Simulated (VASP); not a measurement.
# TiC (I4/mmm) in VASP: single point with PBEsol

Aim: the single point of TiC with PBEsol.

Everything below comes from runs of VASP 6.6.1. Logs are shortened: lines on timing, memory, paths and dates and some standing lists are left out, and cuts for length are marked.

### 1 The cell of the first run

It takes space group I4/mmm (No. 139, tetragonal). Conventional cell: a = 3.060 Å, b = 3.060 Å, c = 4.371 Å, α = 90.00°, β = 90.00°, γ = 90.00°. Within 2.9 Å of Ti (site symmetry 4/mmm) lie 6 C at 2.16 to 2.19 Å. Within 2.9 Å of C (site symmetry 4/mmm) lie 6 Ti at 2.16 to 2.19 Å.

### 2 Single point, PBEsol (zz strain of +1 %)

Contents of INCAR:

```
SYSTEM = TiC
ALGO = Normal
EDIFF = 1E-6
ENCUT = 520
GGA = PS
ISIF = 2
ISMEAR = -1
LASPH = .True.
LCHARG = .True.
LELF = .True.
LREAL = .False.
LVHAR = .True.
LWAVE = .False.
NBANDS = 15
NELM = 60
PREC = Accurate
SIGMA = 0.03
```

Contents of KPOINTS:

```
k-points
0
Gamma
  14 14 14
  0 0 0
```

Contents of POSCAR:

```
TiC
1.0
    0.0000000000      2.1640000000      2.1856400000
    2.1640000000      0.0000000000      2.1856400000
    2.1640000000      2.1640000000      0.0000000000
Ti C
1 1
Direct
    0.0000000000      0.0000000000      0.0000000000
    0.5000000000      0.5000000000      0.5000000000
```

Potentials or basis: VASP PAW PBE potentials, release 64 (Ti_sv, C).

Launch:

```sh
$ cat potpaw_PBE.64/Ti_sv/POTCAR potpaw_PBE.64/C/POTCAR > POTCAR
$ mpirun -np 1 vasp_std > vasp.out
```

OUTCAR:

```text
SYSTEM = TiC
   EDIFF = 1E-6
   ENCUT = 520
   GGA = PS
   ISIF = 2
   ISMEAR = -1
   LASPH = .True.
   LREAL = .False.
   NELM = 60
   PREC = Accurate

 ion  position               nearest neighbor table
   1  0.000  0.000  0.000-   2 2.16   2 2.16   2 2.16   2 2.16   2 2.19   2 2.19
   2  0.500  0.500  0.500-   1 2.16   1 2.16   1 2.16   1 2.16   1 2.19   1 2.19

  LATTYP: Found a body centered tetragonal cell.
 ALAT       =     3.0603581490
 C/A-ratio  =     1.4283556980

  Lattice vectors:

 A1 = (  -2.1640000000,   0.0000000000,   2.1856400000)
 A2 = (   2.1640000000,   0.0000000000,   2.1856400000)
 A3 = (   0.0000000000,   2.1640000000,  -2.1856400000)

Analysis of symmetry for initial positions (statically):
=====================================================================
 Subroutine PRICEL returns:
 Original cell was already a primitive cell.

 Routine SETGRP: Setting up the symmetry group for a
 body centered tetragonal supercell.

 Subroutine GETGRP returns: Found 16 space group operations
 (whereof 16 operations were pure point group operations)
 out of a pool of 16 trial point group operations.

The static configuration has the point symmetry D_4h.

Analysis of symmetry for dynamics (positions and initial velocities):
=====================================================================
 Subroutine PRICEL returns:
 Original cell was already a primitive cell.

 Routine SETGRP: Setting up the symmetry group for a
 body centered tetragonal supercell.

 Subroutine GETGRP returns: Found 16 space group operations
 (whereof 16 operations were pure point group operations)
 out of a pool of 16 trial point group operations.

The dynamic configuration has the point symmetry D_4h.

 Subroutine INISYM returns: Found 16 space group operations
 (whereof 16 operations are pure point group operations),
 and found     1 'primitive' translations

----------------------------------------------------------------------------------------

                                     Primitive cell

  volume of cell :      20.4702

  direct lattice vectors                    reciprocal lattice vectors
     0.000000000  2.164000000  2.185640000    -0.231053604  0.231053604  0.228765945
     2.164000000  0.000000000  2.185640000     0.231053604 -0.231053604  0.228765945
     2.164000000  2.164000000  0.000000000     0.231053604  0.231053604 -0.228765945

  length of vectors
     3.075698004  3.075698004  3.060358149     0.398880175  0.398880175  0.398880175

  position of ions in fractional coordinates (direct lattice)
     0.000000000  0.000000000  0.000000000
     0.500000000  0.500000000  0.500000000

  ion indices of the primitive-cell ions
   primitive index   ion index
                 1           1
                 2           2

----------------------------------------------------------------------------------------

 KPOINTS: k-points

Automatic generation of k-mesh.
 Grid dimensions read from file:
 generate k-points for:   14   14   14

 Generating k-lattice:

  Cartesian coordinates                     Fractional coordinates (reciprocal lattice)
    -0.016503829  0.016503829  0.016340425     0.071428571  0.000000000  0.000000000
     0.016503829 -0.016503829  0.016340425     0.000000000  0.071428571  0.000000000
     0.016503829  0.016503829 -0.016340425     0.000000000  0.000000000  0.071428571

  Length of vectors
     0.028491441  0.028491441  0.028491441

  Shift w.r.t. Gamma in fractional coordinates (k-lattice)
     0.000000000  0.000000000  0.000000000

 Subroutine IBZKPT returns following result:
 ===========================================

 Found    244 irreducible k-points:

 Following reciprocal coordinates:
            Coordinates               Weight
  0.000000  0.000000  0.000000      1.000000
  0.071429 -0.000000  0.000000      8.000000
  0.142857 -0.000000  0.000000      8.000000
  0.214286 -0.000000  0.000000      8.000000
  0.285714 -0.000000  0.000000      8.000000
  0.357143 -0.000000  0.000000      8.000000
[... 16 lines left out ...]
  0.214286  0.142857  0.000000      8.000000
  0.285714  0.142857  0.000000      8.000000
 [... further k-points ...]
   k-points           NKPTS =    244   k-points in BZ     NKDIM =    244   number of bands    NBANDS=     15
   number of dos      NEDOS =    301   number of ions     NIONS =      2
   total plane-waves  NPLWV =  13824
   dimension x,y,z NGX =    24 NGY =   24 NGZ =   24
   dimension x,y,z NGXF=    48 NGYF=   48 NGZF=   48
   ions per type =               1   1
   NGX,Y,Z   is equivalent  to a cutoff of  12.97, 12.97, 13.04 a.u.
   NGXF,Y,Z  is equivalent  to a cutoff of  25.94, 25.94, 26.07 a.u.
 SYSTEM =  TiC
   PREC   = accura    normal or accurate (medium, high low for compatibility)
   ISTART =      0    job   : 0-new  1-cont  2-samecut
   ICHARG =      2    charge: 1-file 2-atom 10-const
   ISPIN  =      1    spin polarized calculation?
   LNONCOLLINEAR =      F non collinear calculations
   LSORBIT =      F    spin-orbit coupling
   LASPH  =      T    aspherical Exc in radial PAW
   ENCUT  =  520.0 eV  38.22 Ry    6.18 a.u.   5.72  5.72  5.69*2*pi/ulx,y,z
   NELM   =     60;   NELMIN=  2; NELMDL= -5     # of ELM steps
   EDIFF  = 0.1E-05   stopping-criterion for ELM
   LREAL  =      F    real-space projection
   EDIFFG = 0.1E-04   stopping-criterion for IOM
   NSW    =      0    number of steps for IOM
   IBRION =     -1    ionic relax: 0-MD 1-quasi-New 2-CG
   NFREE  =      0    steps in history (QN), initial steepest desc. (CG)
   ISIF   =      2    stress and relaxation
   ISYM   =      2    0-nonsym 1-usesym 2-fastsym
   POTIM  = 0.5000    time-step for ionic-motion
   TEBEG  =    0.0;   TEEND  =   0.0 temperature during run
   PSTRESS=    0.0 pullay stress
   NELECT =      16.0000    total number of electrons
   NUPDOWN=      -1.0000    fix difference up-down
   EMIN   =  10.00;   EMAX   =-10.00  energy-range for DOS
   EFERMI =   0.00;   METHOD = LEGACY
   ISMEAR =    -1;   SIGMA  =   0.03  broadening in eV -4-tet -1-fermi 0-gaus
   EFERMI_NEDOS =   21; number of points for ismear=-14 and -15
   IALGO  =     38    algorithm
   IMIX   =      4    mixing-type and parameters
     AMIX     =   0.40;   BMIX     =  1.00
     AMIX_MAG =   1.60;   BMIX_MAG =  1.00
  volume/ion in A,a.u.               =      10.24        69.07
  Fermi-wavevector in a.u.,A,eV,Ry     =   1.508020  2.849745 30.941341  2.274124
  Thomas-Fermi vector in A             =   2.618529
   LORBIT       =      0    0 simple, 1 ext, 2 COOP (PROOUT), +10 PAW based schemes
   GGA     = PS    functional components
   LHFCALC =     F    Hartree Fock is set to
   AEXX    =    0.0000 exact exchange contribution
   IVDW    =     0    specifies the selected vdW correction
   LEPSILON=     F    determine dielectric tensor
   LRPA    =     F    only Hartree local field effects (RPA)
 non-spin polarized calculation
  energy-cutoff  :      520.00
  volume of cell :       20.47
 maximum number of plane-waves:       568
   NGX = 11   NGY = 11   NGZ = 11

 number of electron      15.9999999 magnetization

 Free energy of the ion-electron system (eV)
  ---------------------------------------------------
  ext. energy  EPLUGINS =         0.00000000
  ---------------------------------------------------
  free energy    TOTEN  =       -19.78346820 eV

  energy without entropy =      -19.78252544  energy(sigma->0) =      -19.78299682

 E-fermi :   9.2039     XC(G=0): -12.8205

 val. band max:        9.1839835735   @ k =   0.3571   0.0000   0.2857
 cond. band min:       9.2336069195   @ k =   0.5000   0.5000   0.0000
 fundamental gap:      0.0496233460
 Fermi energy:         9.2038975258

 k-point     1 :       0.0000    0.0000    0.0000
  band No.  band energies     occupation
      1     -47.1381      2.00000
      2     -23.2779      2.00000
      3     -23.2639      2.00000
      4     -23.2639      2.00000
      5      -3.1191      2.00000
      6       9.8259      0.00000
      7       9.8990      0.00000
      8       9.8990      0.00000
      9      10.8839      0.00000
     10      10.8840      0.00000
     11      10.9199      0.00000
     12      10.9199      0.00000
     13      10.9603      0.00000
     14      19.5804      0.00000
     15      23.1096      0.00000

 k-point     2 :       0.0714   -0.0000    0.0000
  band No.  band energies     occupation
      1     -47.1345      2.00000
      2     -23.2959      2.00000
      3     -23.2738      2.00000
      4     -23.2661      2.00000
      5      -3.0039      2.00000
      6       9.3339      0.02590
      7       9.5705      0.00001
      8       9.6246      0.00000
      9      10.1969      0.00000
     10      10.2233      0.00000
     11      11.1806      0.00000
     12      12.0327      0.00000
     13      12.0984      0.00000
     14      19.7872      0.00000
     15      23.1574      0.00000

 k-point     3 :       0.1429   -0.0000    0.0000
  band No.  band energies     occupation
      1     -47.1245      2.00000
      2     -23.3648      2.00000
      3     -23.2827      2.00000
      4     -23.2723      2.00000
      5      -2.6677      2.00000
      6       8.2931      2.00000
      7       8.6915      2.00000
      8       8.7330      2.00000
      9      10.3543      0.00000
     10      10.3766      0.00000
     11      11.5321      0.00000
     12      13.2384      0.00000
     13      13.3181      0.00000
     14      20.2476      0.00000
     15      23.1686      0.00000
[... 343 lines left out ...]
 k-point    23 :       0.2143    0.1429    0.0000
  band No.  band energies     occupation
      1     -47.1097      2.00000
      2     -23.4267      2.00000
      3     -23.3089      2.00000
      4     -23.3068      2.00000
      5      -2.2041      2.00000
      6       6.8045      2.00000
      7       8.4229      2.00000
      8       8.7774      2.00000
      9       9.6065      0.00000
     10      11.2015      0.00000
     11      12.3688      0.00000
     12      12.8000      0.00000
     13      14.6878      0.00000
     14      21.1308      0.00000
     15      23.4004      0.00000

 k-point    24 :       0.2857    0.1429    0.0000
  band No.  band energies     occupation
      1     -47.0957      2.00000
      2     -23.5134      2.00000
      3     -23.3218      2.00000
      4     -23.3211      2.00000
      5      -1.6929      2.00000
      6       6.0727      2.00000
      7       7.5874      2.00000
      8       8.1557      2.00000
      9      10.0282      0.00000
     10      11.4877      0.00000
     11      12.5551      0.00000
     12      13.7183      0.00000
     13      15.5338      0.00000
     14      21.1912      0.00000
     15      23.4030      0.00000

 [... further k-points ...]
[... 5 lines left out ...]
  --------------------------------------------------------------------------------------
  -------------------------------------------------------------------------------------
  Total       -0.9008681     -0.9008681     -1.3562684      0.0000000     -0.0000000      0.0000000
  in kB      -70.5096634    -70.5096634   -106.1532023      0.0000000     -0.0000000      0.0000000
  external PRESSURE =     -82.3908430 kB  Pullay stress =       0.0000000 kB

 VOLUME and BASIS-vectors are now :
 -----------------------------------------------------------------------------
  energy-cutoff  :      520.00
  volume of cell :       20.47
      direct lattice vectors                 reciprocal lattice vectors
     0.000000000  2.164000000  2.185640000    -0.231053604  0.231053604  0.228765945
     2.164000000  0.000000000  2.185640000     0.231053604 -0.231053604  0.228765945
     2.164000000  2.164000000  0.000000000     0.231053604  0.231053604 -0.228765945

 POSITION                                       TOTAL-FORCE (eV/Angst)
 -----------------------------------------------------------------------------------
      0.00000      0.00000      0.00000        -0.000000      0.000000      0.000000
      2.16400      2.16400      2.18564         0.000000     -0.000000      0.000000
 -----------------------------------------------------------------------------------
    total drift:                                0.000000     -0.000000     -0.000000

  FREE ENERGIE OF THE ION-ELECTRON SYSTEM (eV)
  ---------------------------------------------------
  free  energy   TOTEN  =       -19.7834681957 eV

  energy  without entropy=      -19.7825254395  energy(sigma->0) =      -19.78299682
```

Run time: 44 s. Hardware: 1 thread of Intel Xeon Platinum 8259CL at 2.50GHz (Skylake/Cascade Lake), shared host; peak memory 0.19 GiB.

Results:

| Item | Value |
| --- | --- |
| Free energy | -19.7835 eV |
| Pressure | -8.2 GPa |
| Band gap on the k mesh | zero (band 8 reaches 9.90 eV, above the bottom of band 9 at 8.78 eV) |

Caveat: the cell differs from its parent crystal (zz strain of +1 %); the PAW data sets were made with another functional, which shifts forces and pressure a little.
